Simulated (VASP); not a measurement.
# Sn (I4_1/amd) in VASP: a series of runs

The runs below take Sn through relaxation of shape and atoms at fixed volume, with PBEsol.

Program: VASP 6.6.1. These are calculated values, not measurements. Logs are shortened: lines on timing, memory, paths and dates and some standing lists are left out, and cuts for length are marked.

## 1. The cell of the first run

The structure is tetragonal, space group I4_1/amd (No. 141). Conventional cell: a = 5.583 Å, b = 5.583 Å, c = 3.035 Å, α = 90.00°, β = 90.00°, γ = 90.00°. Sn (site symmetry -4m2) has 10 Sn at 2.89 to 3.60 Å within 3.8 Å.

## 2. Relaxation of shape and atoms at fixed volume, PBEsol (volume scaled by 0.88)

Input file INCAR:

```
PREC = Accurate ; ENCUT = 600
EDIFF = 1E-6 ; ISMEAR = 0
SIGMA = 0.1 ; LREAL = False
LASPH = True ; NELM = 80
ALGO = Fast ; ISIF = 4
LWAVE = False ; LCHARG = False
GGA = PS ; IBRION = 2
NSW = 50 ; EDIFFG = -0.01
```

Input file KPOINTS:

```
regular mesh
0
Gamma
  14 14 14
```

Input file POSCAR:

```
Sn
1.0
   -2.7913005589      2.7913005589      1.5177442782
    2.7913005589     -2.7913005589      1.5177442782
    2.7913005589      2.7913005589     -1.5177442782
Sn
2
Direct
    0.7500000000      0.2500000000      0.5000000000
    0.0000000000      0.0000000000      0.0000000000
```

Potentials or basis: VASP PAW PBE potentials, release 64 (Sn_d).

The run is started by

```sh
$ cat potpaw_PBE.64/Sn_d/POTCAR > POTCAR
$ mpirun -np 1 vasp_std > vasp.out
```

OUTCAR:

```text
PREC = Accurate
   ENCUT = 600
   EDIFF = 1E-6
   ISMEAR = 0
   LREAL = False
   LASPH = True
   NELM = 80
   ISIF = 4
   GGA = PS
   IBRION = 2
   NSW = 50
   EDIFFG = -0.01

 ion  position               nearest neighbor table
   1  0.750  0.250  0.500-   2 2.89   2 2.89   2 2.89   2 2.89   2 3.60   2 3.60   2 3.60   2 3.60

   2  0.000  0.000  0.000-   1 2.89   1 2.89   1 2.89   1 2.89   1 3.60   1 3.60   1 3.60   1 3.60

  LATTYP: Found a body centered tetragonal cell.
 ALAT       =     5.5826011178
 C/A-ratio  =     0.5437409000

  Lattice vectors:

 A1 = (  -2.7913005589,   2.7913005589,   1.5177442782)
 A2 = (   2.7913005589,  -2.7913005589,   1.5177442782)
 A3 = (   2.7913005589,   2.7913005589,  -1.5177442782)

Analysis of symmetry for initial positions (statically):
=====================================================================
 Subroutine PRICEL returns:
 Original cell was already a primitive cell.

 Routine SETGRP: Setting up the symmetry group for a
 body centered tetragonal supercell.

 Subroutine GETGRP returns: Found 16 space group operations
 (whereof  8 operations were pure point group operations)
 out of a pool of 16 trial point group operations.

The static configuration has the point symmetry D_2d.
 The point group associated with its full space group is D_4h.

Analysis of symmetry for dynamics (positions and initial velocities):
=====================================================================
 Subroutine PRICEL returns:
 Original cell was already a primitive cell.

 Routine SETGRP: Setting up the symmetry group for a
 body centered tetragonal supercell.

 Subroutine GETGRP returns: Found 16 space group operations
 (whereof  8 operations were pure point group operations)
 out of a pool of 16 trial point group operations.

The dynamic configuration has the point symmetry D_2d.
 The point group associated with its full space group is D_4h.

 Subroutine INISYM returns: Found 16 space group operations
 (whereof  8 operations are pure point group operations),
 and found     1 'primitive' translations

----------------------------------------------------------------------------------------

                                     Primitive cell

  volume of cell :      47.3012

  direct lattice vectors                    reciprocal lattice vectors
    -2.791300559  2.791300559  1.517744278     0.000000000  0.179127969  0.329436261
     2.791300559 -2.791300559  1.517744278     0.179127969  0.000000000  0.329436261
     2.791300559  2.791300559 -1.517744278     0.179127969  0.179127969  0.000000000

  length of vectors
     4.229215685  4.229215685  4.229215685     0.374986772  0.374986772  0.253325203

  position of ions in fractional coordinates (direct lattice)
     0.750000000  0.250000000  0.500000000
     0.000000000  0.000000000  0.000000000

  ion indices of the primitive-cell ions
   primitive index   ion index
                 1           1
                 2           2

----------------------------------------------------------------------------------------

 KPOINTS: regular mesh

Automatic generation of k-mesh.
 Grid dimensions read from file:
 generate k-points for:   14   14   14

 Generating k-lattice:

  Cartesian coordinates                     Fractional coordinates (reciprocal lattice)
     0.000000000  0.012794855  0.023531161     0.071428571  0.000000000  0.000000000
     0.012794855  0.000000000  0.023531161     0.000000000  0.071428571  0.000000000
     0.012794855  0.012794855  0.000000000     0.000000000  0.000000000  0.071428571

  Length of vectors
     0.026784769  0.026784769  0.018094657

  Shift w.r.t. Gamma in fractional coordinates (k-lattice)
     0.000000000  0.000000000  0.000000000

 Subroutine IBZKPT returns following result:
 ===========================================

 Found    244 irreducible k-points:

 Following reciprocal coordinates:
            Coordinates               Weight
  0.000000  0.000000  0.000000      1.000000
  0.071429 -0.000000  0.000000      8.000000
  0.142857  0.000000  0.000000      8.000000
  0.214286 -0.000000  0.000000      8.000000
  0.285714 -0.000000  0.000000      8.000000
  0.357143  0.000000  0.000000      8.000000
[... 16 lines left out ...]
  0.214286  0.142857  0.000000     16.000000
  0.285714  0.142857  0.000000     16.000000
 [... further k-points ...]
   k-points           NKPTS =    244   k-points in BZ     NKDIM =    244   number of bands    NBANDS=     18
   number of dos      NEDOS =    301   number of ions     NIONS =      2
   total plane-waves  NPLWV =  46656
   dimension x,y,z NGX =    36 NGY =   36 NGZ =   36
   dimension x,y,z NGXF=    72 NGYF=   72 NGZF=   72
   ions per type =               2
   NGX,Y,Z   is equivalent  to a cutoff of  14.15, 14.15, 14.15 a.u.
   NGXF,Y,Z  is equivalent  to a cutoff of  28.30, 28.30, 28.30 a.u.
 SYSTEM =  unknown system
   PREC   = accura    normal or accurate (medium, high low for compatibility)
   ISTART =      0    job   : 0-new  1-cont  2-samecut
   ICHARG =      2    charge: 1-file 2-atom 10-const
   ISPIN  =      1    spin polarized calculation?
   LNONCOLLINEAR =      F non collinear calculations
   LSORBIT =      F    spin-orbit coupling
   LASPH  =      T    aspherical Exc in radial PAW
   ENCUT  =  600.0 eV  44.10 Ry    6.64 a.u.   8.45  8.45  8.45*2*pi/ulx,y,z
   NELM   =     80;   NELMIN=  2; NELMDL= -5     # of ELM steps
   EDIFF  = 0.1E-05   stopping-criterion for ELM
   LREAL  =      F    real-space projection
   EDIFFG = -.1E-01   stopping-criterion for IOM
   NSW    =     50    number of steps for IOM
   IBRION =      2    ionic relax: 0-MD 1-quasi-New 2-CG
   NFREE  =      1    steps in history (QN), initial steepest desc. (CG)
   ISIF   =      4    stress and relaxation
   ISYM   =      2    0-nonsym 1-usesym 2-fastsym
   POTIM  = 0.5000    time-step for ionic-motion
   TEBEG  =    0.0;   TEEND  =   0.0 temperature during run
   PSTRESS=    0.0 pullay stress
   NELECT =      28.0000    total number of electrons
   NUPDOWN=      -1.0000    fix difference up-down
   EMIN   =  10.00;   EMAX   =-10.00  energy-range for DOS
   EFERMI =   0.00;   METHOD = LEGACY
   ISMEAR =     0;   SIGMA  =   0.10  broadening in eV -4-tet -1-fermi 0-gaus
   EFERMI_NEDOS =   21; number of points for ismear=-14 and -15
   IALGO  =     68    algorithm
   IMIX   =      4    mixing-type and parameters
     AMIX     =   0.40;   BMIX     =  1.00
     AMIX_MAG =   1.60;   BMIX_MAG =  1.00
  volume/ion in A,a.u.               =      23.65       159.60
  Fermi-wavevector in a.u.,A,eV,Ry     =   1.374581  2.597581 25.707829  1.889472
  Thomas-Fermi vector in A             =   2.499994
   LORBIT       =      0    0 simple, 1 ext, 2 COOP (PROOUT), +10 PAW based schemes
   GGA     = PS    functional components
   LHFCALC =     F    Hartree Fock is set to
   AEXX    =    0.0000 exact exchange contribution
   IVDW    =     0    specifies the selected vdW correction
   LEPSILON=     F    determine dielectric tensor
   LRPA    =     F    only Hartree local field effects (RPA)
 conjugate gradient relaxation of ions
 non-spin polarized calculation
 RMM-DIIS sequential band-by-band and
 Gauss-broadening in eV      SIGMA  =   0.10
  energy-cutoff  :      600.00
  volume of cell :       47.30
 maximum number of plane-waves:      1595
 NGX is ok and might be reduce to    36
   NGX = 17   NGY = 17   NGZ = 17

--------------------------------------- Ionic step        1  -------------------------------------------

 number of electron      27.9999996 magnetization

 Free energy of the ion-electron system (eV)
  ---------------------------------------------------
  ext. energy  EPLUGINS =         0.00000000
  ---------------------------------------------------
  free energy    TOTEN  =        -8.34415293 eV

  energy without entropy =       -8.33951720  energy(sigma->0) =       -8.34183507

------------------------ aborting loop because EDIFF is reached ----------------------------------------

  FORCE on cell =-STRESS in cart. coord.  units (eV):
  Direction    XX          YY          ZZ          XY          YZ          ZX
  --------------------------------------------------------------------------------------
  -------------------------------------------------------------------------------------
  Total        2.9206676      2.9206676      2.8787515      0.0000000      0.0000000      0.0000000
  in kB       98.9283853     98.9283853     97.5086099      0.0000000      0.0000000      0.0000000
  external PRESSURE =      98.4551268 kB  Pullay stress =       0.0000000 kB

 VOLUME and BASIS-vectors are now :
 -----------------------------------------------------------------------------
  energy-cutoff  :      600.00
  volume of cell :       47.30
      direct lattice vectors                 reciprocal lattice vectors
    -2.791300559  2.791300559  1.517744278     0.000000000  0.179127969  0.329436261
     2.791300559 -2.791300559  1.517744278     0.179127969  0.000000000  0.329436261
     2.791300559  2.791300559 -1.517744278     0.179127969  0.179127969  0.000000000

 POSITION                                       TOTAL-FORCE (eV/Angst)
 -----------------------------------------------------------------------------------
     -0.00000      2.79130      0.75887         0.000000     -0.000000      0.000000
      0.00000      0.00000      0.00000        -0.000000      0.000000     -0.000000
 -----------------------------------------------------------------------------------
    total drift:                               -0.000000      0.000000     -0.000000

  FREE ENERGIE OF THE ION-ELECTRON SYSTEM (eV)
  ---------------------------------------------------
  free  energy   TOTEN  =        -8.3441529334 eV

  energy  without entropy=       -8.3395172021  energy(sigma->0) =       -8.34183507

--------------------------------------- Ionic step        2  -------------------------------------------

 number of electron      27.9999996 magnetization

 Free energy of the ion-electron system (eV)
  ---------------------------------------------------
  ext. energy  EPLUGINS =         0.00000000
  ---------------------------------------------------
  free energy    TOTEN  =        -8.34416667 eV

  energy without entropy =       -8.33959141  energy(sigma->0) =       -8.34187904

 E-fermi :   9.6276     XC(G=0): -11.1155

 val. band max:        9.6175124400   @ k =  -0.2143   0.0714   0.0000
 cond. band min:       9.6315429452   @ k =  -0.2143  -0.2143   0.0714
 fundamental gap:      0.0140305052
 Fermi energy:         9.6276275946

 k-point     1 :       0.0000    0.0000    0.0000
  band No.  band energies     occupation
      1     -12.1745      2.00000
      2     -12.0429      2.00000
      3     -12.0014      2.00000
      4     -11.9719      2.00000
      5     -11.7327      2.00000
      6     -11.7327      2.00000
[... 10 lines left out ...]
     17      16.5731      0.00000
     18      17.6027      0.00000

 k-point     2 :       0.0714   -0.0000    0.0000
  band No.  band energies     occupation
      1     -12.1697      2.00000
      2     -12.0274      2.00000
      3     -11.9954      2.00000
      4     -11.9530      2.00000
      5     -11.7461      2.00000
      6     -11.7446      2.00000
[... 10 lines left out ...]
     17      16.5181      0.00000
     18      16.6210      0.00000

 k-point     3 :       0.1429    0.0000    0.0000
  band No.  band energies     occupation
      1     -12.1553      2.00000
      2     -11.9859      2.00000
      3     -11.9783      2.00000
      4     -11.9049      2.00000
      5     -11.7752      2.00000
      6     -11.7613      2.00000
[... 10 lines left out ...]
     17      14.7211      0.00000
     18      15.5704      0.00000

 k-point     4 :       0.2143   -0.0000    0.0000
  band No.  band energies     occupation
      1     -12.1331      2.00000
      2     -11.9539      2.00000
      3     -11.9359      2.00000
      4     -11.8604      2.00000
      5     -11.8102      2.00000
      6     -11.7579      2.00000
[... 375 lines left out ...]
      4     -11.8380      2.00000
      5     -11.8087      2.00000
      6     -11.7933      2.00000
[... 10 lines left out ...]
     17      13.9471      0.00000
     18      14.2338      0.00000

 k-point    23 :       0.2143    0.1429    0.0000
  band No.  band energies     occupation
      1     -12.1061      2.00000
      2     -11.9241      2.00000
      3     -11.9133      2.00000
      4     -11.8420      2.00000
      5     -11.8372      2.00000
      6     -11.8092      2.00000
[... 10 lines left out ...]
     17      13.1416      0.00000
     18      13.6313      0.00000

 k-point    24 :       0.2857    0.1429    0.0000
  band No.  band energies     occupation
      1     -12.0916      2.00000
      2     -11.9418      2.00000
      3     -11.8957      2.00000
      4     -11.8786      2.00000
      5     -11.8259      2.00000
      6     -11.8234      2.00000
[... 10 lines left out ...]
     17      12.5043      0.00000
     18      13.9578      0.00000

 [... further k-points ...]
[... 5 lines left out ...]
  --------------------------------------------------------------------------------------
  -------------------------------------------------------------------------------------
  Total        2.8887020      2.8887020      2.8843343      0.0000000      0.0000000      0.0000000
  in kB       97.8456492     97.8456492     97.6977087      0.0000000      0.0000000      0.0000000
  external PRESSURE =      97.7963357 kB  Pullay stress =       0.0000000 kB

 VOLUME and BASIS-vectors are now :
 -----------------------------------------------------------------------------
  energy-cutoff  :      600.00
  volume of cell :       47.30
      direct lattice vectors                 reciprocal lattice vectors
    -2.792241611  2.792241611  1.516721418     0.000000000  0.179067599  0.329658429
     2.792241611 -2.792241611  1.516721418     0.179067599  0.000000000  0.329658429
     2.792241611  2.792241611 -1.516721418     0.179067599  0.179067599  0.000000000

 POSITION                                       TOTAL-FORCE (eV/Angst)
 -----------------------------------------------------------------------------------
     -0.00000      2.79224      0.75836         0.000000     -0.000000      0.000000
      2.79224     -2.79224      1.51672        -0.000000      0.000000     -0.000000
 -----------------------------------------------------------------------------------
    total drift:                               -0.000000      0.000000     -0.000000

  FREE ENERGIE OF THE ION-ELECTRON SYSTEM (eV)
  ---------------------------------------------------
  free  energy   TOTEN  =        -8.3441666657 eV

  energy  without entropy=       -8.3395914118  energy(sigma->0) =       -8.34187904

 reached required accuracy - stopping structural energy minimisation
```

Run time: 7.8 min. Hardware: 1 thread of Oxide Virtual Turin-like, shared host; peak memory 0.33 GiB.

What came out:

| Property | Result |
| --- | --- |
| Free energy | -8.3442 eV |
| Energy gained by relaxing | 0.0 meV/atom |
| Ionic steps | 2 |
| Pressure after relaxing | 9.8 GPa |
| Band gap on the k mesh | zero (band 14 reaches 11.40 eV, above the bottom of band 15 at 6.55 eV) |

Final structure:
```cif
data_structure
_symmetry_space_group_name_H-M 'P 1'
_symmetry_Int_Tables_number 1
_cell_length_a 4.2301
_cell_length_b 4.2301
_cell_length_c 4.2301
_cell_angle_alpha 97.386
_cell_angle_beta 97.386
_cell_angle_gamma 137.977
_cell_volume 47.30
loop_
_atom_site_label
_atom_site_type_symbol
_atom_site_fract_x
_atom_site_fract_y
_atom_site_fract_z
_atom_site_occupancy
Sn1 Sn 0.75000 0.25000 0.50000 1
Sn2 Sn 0.00000 0.00000 0.00000 1
```

Levels at points of the mesh, in eV from the Fermi level:
```csv
k point,band 10,band 11,band 12,band 13,band 14,band 15,band 16,band 17,band 18
"(0.00, 0.00, 0.00)",-21.07,-12.25,-3.25,-2.39,-2.39,2.73,6.89,6.95,7.98
"(0.50, 0.00, 0.00)",-21.15,-7.22,-5.95,-2.18,-2.05,-1.40,2.10,3.18,5.38
"(0.50, 0.50, 0.00)",-21.25,-9.72,-9.72,0.56,0.56,1.81,1.81,6.64,6.64
"(0.50, 0.50, 0.50)",-21.34,-7.96,-7.96,-5.66,-5.66,5.57,5.57,10.74,10.75
```

Caveat: the PAW data sets were made with another functional, which shifts forces and pressure a little; spin-orbit coupling is left out, which moves the levels of the heavy elements.

## 3. Relaxation of shape and atoms at fixed volume, PBEsol (volume scaled by 0.91)

Input file INCAR:

```
SYSTEM = Sn
ALGO = Fast
EDIFF = 1E-7
EDIFFG = -0.01
ENCUT = 600
GGA = PS
IBRION = 2
ISIF = 4
ISMEAR = 0
LASPH = .TRUE.
LCHARG = .FALSE.
LREAL = .FALSE.
LWAVE = .FALSE.
NELM = 100
NSW = 50
PREC = Accurate
SIGMA = 0.1
```

Input file KPOINTS:

```
k-points
0
G
  14 14 14
  0 0 0
```

Input file POSCAR:

```
Sn
1.0
   -2.8198447569      2.8198447569      1.5378717906
    2.8198447569     -2.8198447569      1.5378717906
    2.8198447569      2.8198447569     -1.5378717906
Sn
2
Direct
    0.7500000000      0.2500000000      0.5000000000
    0.0000000000      0.0000000000      0.0000000000
```

Potentials or basis: VASP PAW PBE potentials, release 64 (Sn_d).

The run is started by

```sh
$ cat potpaw_PBE.64/Sn_d/POTCAR > POTCAR
$ mpirun -np 1 vasp_std > vasp.out
```

Run time: 11 min. Hardware: 1 thread of Oxide Virtual Turin-like, shared host; peak memory 0.34 GiB.

It converged, with:

```
Free energy               : -8.4266 eV
Energy gained by relaxing : 0.0 meV/atom
Ionic steps               : 2
Pressure after relaxing   : 6.7 GPa
Band gap on the k mesh    : zero (band 14 reaches 10.86 eV, above the bottom of band 15 at 6.21 eV)
```

Final structure:
```cif
data_structure
_symmetry_space_group_name_H-M 'P 1'
_symmetry_Int_Tables_number 1
_cell_length_a 4.2760
_cell_length_b 4.2760
_cell_length_c 4.2760
_cell_angle_alpha 97.411
_cell_angle_beta 97.411
_cell_angle_gamma 137.906
_cell_volume 48.91
loop_
_atom_site_label
_atom_site_type_symbol
_atom_site_fract_x
_atom_site_fract_y
_atom_site_fract_z
_atom_site_occupancy
Sn1 Sn 0.75000 0.25000 0.50000 1
Sn2 Sn 0.00000 0.00000 0.00000 1
```

Levels at points of the mesh, in eV from the Fermi level:
```tsv
k point	band 10	band 11	band 12	band 13	band 14	band 15	band 16	band 17	band 18
(0.00, 0.00, 0.00)	-21.05	-11.96	-3.34	-2.27	-2.27	2.80	6.74	6.76	7.65
(0.50, 0.00, 0.00)	-21.13	-7.15	-5.80	-2.22	-1.95	-1.33	2.14	3.10	5.21
(0.50, 0.50, 0.00)	-21.22	-9.50	-9.50	0.58	0.58	1.77	1.77	6.47	6.47
(0.50, 0.50, 0.50)	-21.30	-7.85	-7.85	-5.44	-5.44	5.42	5.42	10.43	10.46
```

Caveat: the PAW data sets were made with another functional, which shifts forces and pressure a little; spin-orbit coupling is left out, which moves the levels of the heavy elements.
